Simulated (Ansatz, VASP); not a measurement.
MgO in VASP and in Ansatz

File INCAR:

```
PREC = Accurate
ENCUT = 840
EDIFF = 1E-6
ISMEAR = 0
SIGMA = 0.1
LREAL = F
LASPH = T
NELM = 120
ALGO = Normal
ISIF = 2
LWAVE = F
LCHARG = F
GGA = CA
NBANDS = 24
GGA_COMPAT = F
```

The input KPOINTS:

```
Automatic mesh
0
Gamma
  6 6 4
```

File POSCAR:

```
MgO
1.0
    3.4863778627      0.0000000000      0.0000000000
   -1.7431889314      3.0192917963      0.0000000000
    0.0000000000      0.0000000000      4.1780412200
Mg O
2 2
Direct
    0.6666666700      0.3333333300      0.7500000000
    0.3333333300      0.6666666700      0.2500000000
    0.6666666700      0.3333333300      0.2500000000
    0.3333333300      0.6666666700      0.7500000000
```

Input for Ansatz:

```yaml
crystal:
  lattice:
    - [3.4863778627, 0.0, 0.0]
    - [-1.7431889314, 3.0192917963, 0.0]
    - [0.0, 0.0, 4.17804122]
  atoms:
    - { symbol: Mg, position: [0.66666667, 0.33333333, 0.75] }
    - { symbol: Mg, position: [0.33333333, 0.66666667, 0.25] }
    - { symbol: O, position: [0.66666667, 0.33333333, 0.25] }
    - { symbol: O, position: [0.33333333, 0.66666667, 0.75] }
basis:
  ecutwfc: 520.0
kpoints:
  mp_grid: { grid: [6, 6, 4] }
hamiltonian:
  xc: lda
  pseudopotentials: { kind: paw, azcp: { folder: soft_1 } }
scf:
  occupations: { method: gaussian, width: 0.1 }
output:
  forces: true
  stress: true
  eigenvalues: true
```

Alike in both runs: task single point; functional LDA; k mesh 6 × 6 × 4; occupations gaussian, width 0.1 eV; no spin polarisation.

|  | VASP | Ansatz |
| --- | --- | --- |
| version | VASP 6.6.1 | Ansatz 0.2.0 |
| potentials or method | VASP PAW LDA potentials, release 64 (Mg_sv, O), cutoff 840 eV | scalar-relativistic, plane waves, PAW |
| valence electrons in the cell | 32 | 32 |

Ansatz gave:

```
gap on the k mesh at the Fermi level (eV)                     : 3.34
least direct gap on the mesh (eV)                             : 3.34
pressure (GPa)                                                : -3.9
traceless stress, the component that is largest in VASP (GPa) : -0.11
```

Problem. Estimate VASP's values.

Solution. gap on the k mesh at the Fermi level (eV): 3.34; least direct gap on the mesh (eV): 3.34; pressure (GPa): -3.5; traceless stress, the component that is largest in VASP (GPa): -0.14.

Ansatz warns that its potentials were made for another functional, while VASP's fit it. LDA's correlation is that of Perdew and Zunger in VASP and of Perdew and Wang (1992) in Ansatz.
